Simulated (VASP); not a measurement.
# RbBr (P6/mmm) in VASP: a series of runs, part 2 of 2

VASP 6.6.1. The steps go on from the part before.

**3. Single point, PBE**

This run uses another cell than the first one, of 47.29 Å³/atom.

The input, INCAR:

```
SYSTEM = RbBr
PREC = Accurate
ENCUT = 520
EDIFF = 1E-6
ISMEAR = 0
SIGMA = 0.02
LREAL = .False.
LASPH = .True.
NELM = 80
ALGO = Normal
ISIF = 2
LWAVE = .False.
LCHARG = .False.
GGA = PE
NBANDS = 33
```

The input, KPOINTS:

```
Automatic mesh
0
Gamma
  3 3 6
  0 0 0
```

The input, POSCAR:

```
RbBr
1.0
    8.1584886094      0.0000000000      0.0000000000
   -4.0792443047      7.0654583922      0.0000000000
    0.0000000000      0.0000000000      4.9226704251
Rb Br
3 3
Direct
    0.5000000000      0.0000000000      0.0000000000
    0.5000000000      0.5000000000      0.0000000000
    0.0000000000      0.5000000000      0.0000000000
    0.0000000000      0.0000000000      0.0000000000
    0.3333333333      0.6666666667      0.5000000000
    0.6666666667      0.3333333333      0.5000000000
```

Potentials or basis: VASP PAW PBE potentials, release 64 (Rb_sv, Br).

Run with:

```console
$ cat potpaw_PBE.64/Rb_sv/POTCAR potpaw_PBE.64/Br/POTCAR > POTCAR
$ mpirun -np 1 vasp_std > vasp.out
```

OUTCAR:

```text
SYSTEM = RbBr
   PREC = Accurate
   ENCUT = 520
   EDIFF = 1E-6
   ISMEAR = 0
   LREAL = .False.
   LASPH = .True.
   NELM = 80
   ISIF = 2
   GGA = PE

 ion  position               nearest neighbor table
   1  0.500  0.000  0.000-   5 3.41   6 3.41   5 3.41   6 3.41   2 4.08   3 4.08   2 4.08   3 4.08
                             4 4.08   4 4.08
   2  0.500  0.500  0.000-   5 3.41   6 3.41   5 3.41   6 3.41   1 4.08   4 4.08   1 4.08   4 4.08
                             3 4.08   3 4.08
   3  0.000  0.500  0.000-   5 3.41   6 3.41   5 3.41   6 3.41   1 4.08   4 4.08   4 4.08   1 4.08
                             2 4.08   2 4.08
   4  0.000  0.000  0.000-   2 4.08   3 4.08   3 4.08   2 4.08   1 4.08   1 4.08
   5  0.333  0.667  0.500-   1 3.41   1 3.41   3 3.41   3 3.41   2 3.41   2 3.41
   6  0.667  0.333  0.500-   1 3.41   1 3.41   3 3.41   3 3.41   2 3.41   2 3.41

  LATTYP: Found a hexagonal cell.
 ALAT       =     8.1584886094
 C/A-ratio  =     0.6033801922

  Lattice vectors:

 A1 = (   8.1584886094,   0.0000000000,   0.0000000000)
 A2 = (  -4.0792443047,   7.0654583922,   0.0000000000)
 A3 = (   0.0000000000,   0.0000000000,   4.9226704251)
[... 174 lines left out ...]
 cond. band min:       1.5702157179   @ k =   0.0000   0.0000   0.0000
 fundamental gap:      2.6216358226
 Fermi energy:        -0.8809046540

 k-point     1 :       0.0000    0.0000    0.0000
  band No.  band energies     occupation
      1     -27.5355      2.00000
      2     -27.5018      2.00000
      3     -27.5018      2.00000
      4     -15.0292      2.00000
      5     -14.9495      2.00000
      6     -13.2650      2.00000
[... 421 lines left out ...]
     32       5.2091      0.00000
     33       5.2091      0.00000

------------------------ aborting loop because EDIFF is reached ----------------------------------------

  FORCE on cell =-STRESS in cart. coord.  units (eV):
  Direction    XX          YY          ZZ          XY          YZ          ZX
  --------------------------------------------------------------------------------------
  -------------------------------------------------------------------------------------
  Total        0.0629534      0.0629534      0.0405093      0.0000000      0.0000000      0.0000000
  in kB        0.3554501      0.3554501      0.2287257      0.0000000      0.0000000      0.0000000
  external PRESSURE =       0.3132086 kB  Pullay stress =       0.0000000 kB

 VOLUME and BASIS-vectors are now :
 -----------------------------------------------------------------------------
  energy-cutoff  :      520.00
  volume of cell :      283.76
      direct lattice vectors                 reciprocal lattice vectors
     8.158488609  0.000000000  0.000000000     0.122571722  0.070766817  0.000000000
    -4.079244305  7.065458392  0.000000000     0.000000000  0.141533634  0.000000000
     0.000000000  0.000000000  4.922670425     0.000000000  0.000000000  0.203141773

 POSITION                                       TOTAL-FORCE (eV/Angst)
 -----------------------------------------------------------------------------------
      4.07924      0.00000      0.00000         0.000000      0.000000      0.000000
      2.03962      3.53273      0.00000         0.000000      0.000000      0.000000
     -2.03962      3.53273      0.00000         0.000000      0.000000      0.000000
      0.00000      0.00000      0.00000         0.000000      0.000000      0.000000
     -0.00000      4.71031      2.46134         0.000000     -0.000000      0.000000
      4.07924      2.35515      2.46134        -0.000000      0.000000     -0.000000
 -----------------------------------------------------------------------------------
    total drift:                               -0.000000      0.000000      0.000000

  FREE ENERGIE OF THE ION-ELECTRON SYSTEM (eV)
  ---------------------------------------------------
  free  energy   TOTEN  =       -17.2482866872 eV

  energy  without entropy=      -17.2482866872  energy(sigma->0) =      -17.24828669
```

OSZICAR:

```text
N       E                     dE             d eps       ncg     rms          rms(c)
DAV:   1     0.336227434430E+03    0.33623E+03   -0.19331E+04   792   0.119E+03
DAV:   2     0.160398868404E+02   -0.32019E+03   -0.30830E+03  1141   0.236E+02
DAV:   3    -0.174176365999E+02   -0.33458E+02   -0.33353E+02  1120   0.766E+01
DAV:   4    -0.182294148780E+02   -0.81178E+00   -0.81061E+00  1144   0.126E+01
DAV:   5    -0.182626205998E+02   -0.33206E-01   -0.33203E-01  1176   0.188E+00    0.467E+00
DAV:   6    -0.173511890320E+02    0.91143E+00   -0.14573E+00   929   0.354E+00    0.321E+00
DAV:   7    -0.172212810559E+02    0.12991E+00   -0.73752E-01   961   0.257E+00    0.165E+00
DAV:   8    -0.172466183911E+02   -0.25337E-01   -0.10045E-01  1105   0.113E+00    0.265E-01
DAV:   9    -0.172479195705E+02   -0.13012E-02   -0.20291E-02  1007   0.439E-01    0.166E-01
DAV:  10    -0.172482853190E+02   -0.36575E-03   -0.27881E-03   968   0.227E-01    0.295E-02
DAV:  11    -0.172482797842E+02    0.55348E-05   -0.18838E-04  1031   0.560E-02    0.203E-02
DAV:  12    -0.172482812768E+02   -0.14926E-05   -0.80845E-05   997   0.391E-02    0.917E-03
DAV:  13    -0.172482851785E+02   -0.39017E-05   -0.80942E-06  1014   0.117E-02    0.475E-03
DAV:  14    -0.172482864116E+02   -0.12331E-05   -0.36693E-06   856   0.761E-03    0.139E-03
DAV:  15    -0.172482866872E+02   -0.27563E-06   -0.29385E-07   648   0.269E-03
   1 F= -.17248287E+02 E0= -.17248287E+02  d E =-.581675E-35
```

It took 4.8 min on 1 thread of Oxide Virtual Turin-like, shared host; peak memory 0.41 GiB.

Results:

```yaml
Free_energy: -17.2483 eV
Pressure: 0.0 GPa
Band_gap_on_the_k_mesh: 2.62 eV
```

A k mesh can miss the band edges.
